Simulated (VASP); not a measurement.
A run of VASP 6.6.1 is set up as follows.

File INCAR:

```
PREC = Accurate ; ENCUT = 520
EDIFF = 1E-8 ; ISMEAR = -1
SIGMA = 0.03 ; LREAL = F
LASPH = T ; NELM = 80
ALGO = Normal ; ISIF = 2
LWAVE = F ; LCHARG = F
LEFG = T ; NBANDS = 22
```

File KPOINTS:

```
regular mesh
0
Gamma
  11 11 11
```

POSCAR

```
Bi
1.0
    2.2729996784      1.3123169762      4.0330800000
   -2.2729996784      1.3123169762      4.0330800000
    0.0000000000     -2.6246339523      4.0330800000
Bi
2
Direct
    0.2338900000      0.2338900000      0.2338900000
    0.7661100000      0.7661100000      0.7661100000
```

Potentials or basis: VASP PAW LDA potentials, release 64 (Bi_d).

Run with:

```sh
$ cat potpaw_LDA.64/Bi_d/POTCAR > POTCAR
$ mpirun -np 1 vasp_std > vasp.out
```

Question: What does it give for the band gap on the k mesh?

Answer: Zero (bands 15 and 16 overlap by 0.09 eV).

Question: Estimate the pressure.

Answer: -2.5 GPa.

Question: What does it give for the largest force?

Answer: 0.064 eV/Å.

Forces on the atoms (eV/Å):
```
Bi   0.000  0.000 -0.064
Bi   0.000  0.000  0.064
```

Caveat: the cell differs from its parent crystal (zz strain of +2 %); without QUAD_EFG the Cq values of the log hold for a quadrupole moment of 1 mb, not for the nuclei; spin-orbit coupling is left out, which moves the levels of the heavy elements.
